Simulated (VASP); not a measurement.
**Rb3NaO2: relaxation of cell and atoms with PBE**

Rb3NaO2:

```
Rb Na O
1.0
     4.97447    0.00000    0.00000
    -2.48724    4.30802    0.00000
     0.00000    0.00000    9.73097
Rb Na O
3 1 2
Direct
  0.33333 0.66667 0.78445
  0.66667 0.33333 0.21555
  0.00000 0.00000 0.50000
  0.00000 0.00000 0.00000
  0.00000 0.00000 0.22501
  0.00000 0.00000 0.77499
```

The cell was built from a structure type or drawn by symmetry, and may not be a known phase.

```yaml
Program: VASP 6.6.1
Task: relaxation of cell and atoms
Functional: PBE
Potentials_or_basis: VASP PAW PBE potentials, release 64 (Rb_sv, Na_pv, O)
Cutoff: 600 eV
k_mesh: 6 × 6 × 4
Occupations: gaussian, width 0.1 eV
Spin: no spin polarisation
Dipole_correction: no
Further_INCAR_settings: ALGO = Normal; EDIFF = 1e-06; IBRION = 2; EDIFFG = -0.01; NSW = 100; ISIF = 3
```

```yaml
Relaxed_volume: 34.48 Å³/atom
Relaxed_cell: a = 4.956 Å, b = 4.956 Å, c = 9.726 Å, α = 90.00°, β = 90.00°, γ = 120.00°
Space_group_after_relaxing_to_0.1_Å: P-3m1 (No. 164)
Energy_gained_by_relaxing: 0.2 meV/atom
Ionic_steps: 8
Pressure_after_relaxing: 0.0 GPa
Largest_force_after_relaxing: 0.007 eV/Å
```

Forces in eV/Å, atoms in the order of the input:
```
Rb   0.000  0.000  0.007
Rb   0.000  0.000 -0.007
Rb   0.000  0.000  0.000
Na   0.000  0.000  0.000
O    0.000  0.000  0.000
O    0.000  0.000  0.000
```

Step by step:
```tsv
step	energy change (eV)	largest force (eV/Å)	pressure (GPa)	volume (Å³)
1	0.0000	0.0418	-0.08	208.54
2	-0.0005	0.0276	-0.06	208.01
3	-0.0009	0.0163	0.03	206.44
4	-0.0010	0.0174	0.01	206.78
5	-0.0010	0.0152	0.00	206.83
6	-0.0011	0.0098	-0.01	206.96
7	-0.0012	0.0097	0.00	206.94
8	-0.0013	0.0066	0.00	206.90
```

Final structure:
```yaml
crystal:
  lattice:
    - [4.95613, 0.00000, 0.00000]
    - [-2.47807, 4.29213, 0.00000]
    - [0.00000, 0.00000, 9.72602]
  atoms:
    - { symbol: Rb, position: [0.33333, 0.66667, 0.78596] }
    - { symbol: Rb, position: [0.66667, 0.33333, 0.21404] }
    - { symbol: Rb, position: [0.00000, 0.00000, 0.50000] }
    - { symbol: Na, position: [0.00000, 0.00000, 0.00000] }
    - { symbol: O, position: [0.00000, 0.00000, 0.22547] }
    - { symbol: O, position: [0.00000, 0.00000, 0.77453] }
```

Levels at points of the mesh, in eV from the Fermi level:
| k point | band 21 | band 22 | band 23 | band 24 | band 25 | band 26 |
| --- | --- | --- | --- | --- | --- | --- |
| (0.00, 0.00, 0.00) | -0.42 | -0.42 | -0.15 | -0.12 | 1.68 | 3.20 |
| (0.50, 0.00, 0.00) | -0.21 | -0.17 | -0.16 | 1.91 | 2.34 | 2.93 |
| (0.00, 0.00, 0.50) | -0.49 | -0.40 | -0.40 | 0.28 | 1.12 | 4.16 |
| (0.50, 0.00, 0.50) | -0.53 | -0.23 | -0.14 | 1.88 | 2.45 | 2.75 |

Wall time 20 min on 1 thread of Intel Xeon 8259CL, on a shared host, peak memory 0.47 GiB.
